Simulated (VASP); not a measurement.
Na2Nb2O: relaxation of cell and atoms with PBE

The system is Na2Nb2O.

```xyz
5
Lattice="3.6116 0.0000 0.0000 0.0000 3.6116 0.0000 0.0000 0.0000 7.7805" Properties=species:S:1:pos:R:3 pbc="T T T"
Na    0.0000    0.0000    0.0000
Na    1.8058    1.8058    3.8903
Nb    1.8058    1.8058    5.8387
Nb    1.8058    1.8058    1.9418
O     1.8058    1.8058    0.0000
```

The cell was generated, and may not be a known phase.

- Program: VASP 6.6.1
- Task: relaxation of cell and atoms
- Functional: PBE
- Potentials or basis: VASP PAW PBE potentials, release 64 (Na_pv, Nb_sv, O)
- Cutoff: 600 eV
- k mesh: 6 × 6 × 2
- Occupations: gaussian, width 0.1 eV
- Spin: no spin polarisation
- Dipole correction: no
- Further INCAR settings: ALGO = Normal; EDIFF = 1e-07; IBRION = 2; EDIFFG = -0.04; NSW = 90; ISIF = 3

```
Relaxed volume                        : 19.05 Å³/atom
Relaxed cell                          : a = 3.013 Å, b = 3.013 Å, c = 10.496 Å, α = 90.00°, β = 90.00°, γ = 90.00°
Space group after relaxing (to 0.1 Å) : P4/mmm (No. 123)
Energy gained by relaxing             : 1663.4 meV/atom
Ionic steps                           : 13
Pressure after relaxing               : 0.0 GPa
Largest force after relaxing          : 0.017 eV/Å
Band gap on the k mesh                : zero (bands 23 and 24 overlap by 1.63 eV)
```

Forces in eV/Å, atoms in the order of the input:
```
Na   0.000  0.000  0.000
Na   0.000  0.000  0.000
Nb   0.000  0.000 -0.017
Nb   0.000  0.000  0.017
O    0.000  0.000  0.000
```

Stress tensor (GPa, compression positive):
```
-0.11  0.00  0.00
 0.00 -0.11  0.00
 0.00  0.00  0.14
```

Step by step:
```tsv
step	energy change (eV)	largest force (eV/Å)	pressure (GPa)	volume (Å³)
1	0.0000	9.2623	9.22	101.48
2	-7.6004	0.4124	-7.06	113.72
3	-7.6786	0.3278	-7.13	114.17
4	-7.7779	0.1756	-7.13	114.96
5	-8.1438	1.7583	2.80	98.75
6	-8.1607	1.3956	0.66	101.26
7	-8.2191	0.0647	0.10	96.62
8	-8.2549	0.4714	-0.01	98.45
9	-8.2814	0.2952	-0.55	98.29
10	-8.3043	0.0717	-1.59	97.94
11	-8.3135	0.1501	0.19	95.46
12	-8.3140	0.1074	-0.16	95.93
13	-8.3170	0.0171	-0.02	95.27
```

Final structure:
```
Na Nb O
1.0
     3.01286    0.00000    0.00000
     0.00000    3.01286    0.00000
     0.00000    0.00000   10.49562
Na Nb O
2 2 1
Direct
  0.00000 0.00000 0.00000
  0.50000 0.50000 0.50000
  0.50000 0.50000 0.80567
  0.50000 0.50000 0.19433
  0.50000 0.50000 0.00000
```

Levels at points of the mesh, in eV from the Fermi level:
```csv
k point,band 19,band 20,band 21,band 22,band 23,band 24,band 25,band 26,band 27
"(0.00, 0.00, 0.00)",-4.23,-3.74,-2.49,-1.90,-1.82,-0.42,1.74,1.74,2.58
"(0.50, 0.00, 0.00)",-1.79,-1.74,-1.47,-0.81,0.48,1.18,1.30,1.31,2.10
"(0.50, 0.50, 0.00)",-2.57,-2.39,-0.73,-0.73,0.48,0.48,2.12,3.76,4.70
"(0.00, 0.00, 0.50)",-4.02,-3.95,-2.25,-1.90,-1.82,-0.88,1.74,1.74,2.58
"(0.50, 0.00, 0.50)",-1.78,-1.75,-1.58,-0.53,0.75,1.05,1.20,1.30,1.31
"(0.50, 0.50, 0.50)",-2.56,-2.40,-0.75,-0.75,0.52,0.52,2.27,3.51,4.44
```

Wall time 9.8 min on 1 thread of Intel(R) Xeon(R) Platinum 8375C CPU @ 2.90GHz (Ice Lake) (shared host), peak memory 0.28 GiB.

Caveat: the k points lie up to 0.35 Å⁻¹ apart in the final cell, too coarse for converged energies and pressures of a metal; a cell axis changed by over 15 % at a fixed basis, so the end point is rough.
